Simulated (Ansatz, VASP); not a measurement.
**Sb in VASP and in Ansatz**

INCAR

```
PREC = Accurate
ENCUT = 520
EDIFF = 1E-8
ISMEAR = -1
SIGMA = 0.05
LREAL = F
LASPH = T
NELM = 60
ALGO = Normal
ISIF = 2
LWAVE = F
LCHARG = F
GGA = PE
LEFG = T
NBANDS = 12
```

Contents of KPOINTS:

```
Automatic mesh
0
Gamma
  9 9 9
```

Contents of POSCAR:

```
Sb
1.0
    2.1007438352      1.1827036773      3.7100774999
   -2.2004568288      1.2257156839      3.7530895065
   -0.0126070064     -2.5207393611      3.7688329936
Sb
2
Direct
    0.2336400000      0.2336400000      0.2336400000
    0.7663600000      0.7663600000      0.7663600000
```

Input for Ansatz:

```yaml
crystal:
  lattice:
    - [2.1007438352, 1.1827036773, 3.7100774999]
    - [-2.2004568288, 1.2257156839, 3.7530895065]
    - [-0.0126070064, -2.5207393611, 3.7688329936]
  atoms:
    - { symbol: Sb, position: [0.23364, 0.23364, 0.23364] }
    - { symbol: Sb, position: [0.76636, 0.76636, 0.76636] }
kpoints:
  mp_grid: { grid: [9, 9, 9] }
scf:
  occupations: { method: fermi_dirac, width: 0.05 }
hamiltonian:
  xc: pbe
  pseudopotentials: { kind: all_electron, datasets: crystal }
output:
  forces: true
  stress: true
  eigenvalues: true
  efg: { contact_densities: true }
```

Change from the starting cell: equal xy, yz and zx shear strains of -2 %, crystal datasets.

Alike in both runs: task electric field gradients; functional PBE; k mesh 9 × 9 × 9; occupations fermi-dirac, width 0.05 eV; no spin polarisation.

|  | VASP | Ansatz |
| --- | --- | --- |
| version | VASP 6.6.1 | Ansatz 0.2.0 |
| potentials or method | VASP PAW PBE potentials, release 64 (Sb), cutoff 520 eV | all-electron PAW with datasets made for the crystal, scalar-relativistic |

```tsv
	VASP	Ansatz	Ansatz less VASP
pressure (GPa)	3.2	3.2	-0.07
traceless stress, the component that is largest in VASP (GPa)	1.28	1.27	-0.004
rms of the force components (eV/Å)	0.157	0.133	-0.0238
size of Vzz on the site where it differs most (V/Å²)	49.7	53.5	+3.78
```

Atom by atom the forces differ by 0.026 eV/Å (rms over components). Ansatz ran all-electron here, and VASP with PAW potentials.

Spin-orbit coupling is off throughout.
